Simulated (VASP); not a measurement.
A run of VASP 6.6.1 is set up as follows.

POSCAR

```
Mg
1.0
   -0.4863620543      2.0293037440      2.0293037440
    2.0293037440     -0.4863620543      2.0293037440
    2.0293037440      2.0293037440     -0.4863620543
Mg
1
Direct
    0.0000000000      0.0000000000      0.0000000000
```

The input INCAR.step1:

```
SYSTEM = Mg
PREC     = Accurate       ! precision mode
ENCUT    = 520            ! plane-wave cutoff, eV
ISMEAR   = 0              ! smearing method
SIGMA    = 0.15           ! smearing width, eV
LREAL    = .False.        ! projectors in reciprocal space
LASPH    = .True.         ! aspherical terms in the spheres
NELM     = 80             ! most SCF steps
NBANDS   = 7              ! bands
GGA      = PE             ! functional
ALGO     = Normal         ! electronic algorithm
EDIFF    = 1E-4           ! SCF threshold, eV
LWAVE    = .True.         ! write WAVECAR
LCHARG   = .False.        ! write CHGCAR
```

INCAR.step2

```
SYSTEM = Mg
PREC     = Accurate       ! precision mode
ENCUT    = 520            ! plane-wave cutoff, eV
EDIFF    = 1E-6           ! SCF threshold, eV
ISMEAR   = 0              ! smearing method
SIGMA    = 0.15           ! smearing width, eV
LREAL    = .False.        ! projectors in reciprocal space
LASPH    = .True.         ! aspherical terms in the spheres
NELM     = 80             ! most SCF steps
ALGO     = Normal         ! electronic algorithm
ISIF     = 2              ! what is computed and relaxed
LWAVE    = .False.        ! write WAVECAR
LCHARG   = .False.        ! write CHGCAR
METAGGA  = R2SCAN         ! meta-GGA
LMIXTAU  = .True.       
NBANDS   = 7              ! bands
ISTART   = 1
```

File KPOINTS:

```
Automatic mesh
0
Gamma
  20 20 20
  0 0 0
```

Potentials or basis: VASP PAW PBE potentials, release 64 (Mg).

Command:

```console
$ cat potpaw_PBE.64/Mg/POTCAR > POTCAR
$ cp INCAR.step1 INCAR
$ mpirun -np 1 vasp_std > vasp.out
$ cp INCAR.step2 INCAR
$ mpirun -np 1 vasp_std > vasp.out
```

What does it give for the pressure?

3.3 GPa.

Estimate the band gap on the k mesh.

zero (band 1 reaches 4.53 eV, above the bottom of band 2 at 0.60 eV).

Stress tensor (GPa, compression positive):
```
3.28 4.04 4.04
4.04 3.28 4.04
4.04 4.04 3.28
```

Caveat: the PAW data sets were made with another functional, which shifts forces and pressure a little.
